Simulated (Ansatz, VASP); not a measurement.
One calculation of Zn3In4O, two programs

```
Zn In O
1.0
    -4.01590    4.01590    4.69183
     4.01590   -4.01590    4.69183
     4.01590    4.01590   -4.69183
Zn In O
3 4 1
Direct
  0.75000 0.25000 0.50000
  0.25000 0.75000 0.50000
  0.00000 0.00000 0.00000
  0.00000 0.32095 0.32095
  0.00000 0.67905 0.67905
  0.32095 0.00000 0.32095
  0.67905 0.00000 0.67905
  0.50000 0.50000 0.00000
```

Alike in both runs: functional PBE; k mesh 4 × 4 × 4; occupations gaussian, width 0.2 eV; no spin polarisation.

Ansatz relaxed the structure, and its values are those at the end. VASP's run is a single point on that final structure, the one shown.

|  | VASP | Ansatz |
| --- | --- | --- |
| version | VASP 6.6.1 | Ansatz 0.2.0 |
| potentials or method | VASP PAW PBE potentials, release 64 (Zn, In_d, O), cutoff 520 eV | scalar-relativistic, plane waves, PAW |
| valence electrons in the cell | 94 | 94 |

Ansatz gave:

```
gap on the k mesh at the Fermi level (eV) : none
pressure (GPa)                            : 0.0
rms of the force components (eV/Å)        : 0.023
```

Task: Which values does VASP return?

Result: gap on the k mesh at the Fermi level (eV): none; pressure (GPa): 0.0; rms of the force components (eV/Å): 0.024.

A gap of «none» marks a metal or a gap that the smearing closes.
